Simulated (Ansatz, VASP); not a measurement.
RbCaH3 in VASP and in Ansatz

```
Rb Ca H
1.0
     4.40481    0.00000    0.00000
     0.00000    4.40481    0.00000
     0.00000    0.00000    4.84529
Rb Ca H
1 1 3
Cartesian
  0.0000 0.0000 0.0000
  2.2024 2.2024 2.4226
  0.0000 2.2024 2.4226
  2.2024 0.0000 2.4226
  2.2024 2.2024 0.0000
```

Alike in both runs: task single point; functional LDA; k mesh 6 × 6 × 6; occupations gaussian, width 0.05 eV; no spin polarisation.

```csv
,VASP,Ansatz
version,VASP 6.6.1,Ansatz 0.2.0
potentials or method,"VASP PAW LDA potentials, release 64 (Rb_sv, Ca_sv, H), cutoff 520 eV","scalar-relativistic, plane waves, PAW"
valence electrons in the cell,22,22
```

VASP gave:

| Item | Value |
| --- | --- |
| gap on the k mesh at the Fermi level (eV) | 2.85 |
| least direct gap on the mesh (eV) | 2.86 |
| pressure (GPa) | -2.1 |
| traceless stress, the component that is largest in VASP (GPa) | -2.25 |

Estimate Ansatz's values.

gap on the k mesh at the Fermi level (eV): 2.86; least direct gap on the mesh (eV): 2.87; pressure (GPa): -2.1; traceless stress, the component that is largest in VASP (GPa): -2.23.

LDA's correlation is that of Perdew and Zunger in VASP and of Perdew and Wang (1992) in Ansatz.
